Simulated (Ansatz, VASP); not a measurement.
HfNb2O2: VASP beside Ansatz

```
Hf Nb O
1.0
    -2.11517    2.11517    4.62576
     2.11517   -2.11517    4.62576
     2.11517    2.11517   -4.62576
Hf Nb O
1 2 2
Direct
  0.00000 0.00000 0.00000
  0.75000 0.25000 0.50000
  0.25000 0.75000 0.50000
  0.23581 0.23581 0.00000
  0.76419 0.76419 0.00000
```

Change from the starting cell: species swapped into the BaNi2As2 type (I4/mmm, No. 139).

Alike in both runs: functional PBE; k mesh 6 × 6 × 6; occupations gaussian, width 0.1 eV; no spin polarisation.

Ansatz relaxed the structure, and its values are those at the end. VASP's run is a single point on that final structure, the one shown.

|  | VASP | Ansatz |
| --- | --- | --- |
| version | VASP 6.6.1 | Ansatz 0.2.0 |
| potentials or method | VASP PAW PBE potentials, release 64 (Hf_pv, Nb_sv, O), cutoff 520 eV | scalar-relativistic, plane waves, PAW |
| valence electrons in the cell | 48 | 64 |

|  | VASP | Ansatz | Ansatz less VASP |
| --- | --- | --- | --- |
| gap on the k mesh at the Fermi level (eV) | none | none | - |
| pressure (GPa) | -0.6 | 0.0 | +0.62 |
| rms of the force components (eV/Å) | 0.029 | 0.001 | -0.0277 |

A gap of «none» marks a metal or a gap that the smearing closes. VASP's potentials hold 48 valence electrons a cell and Ansatz's 64, so a difference there can come from the potentials and not from the codes.

Neither program's run includes spin-orbit coupling.
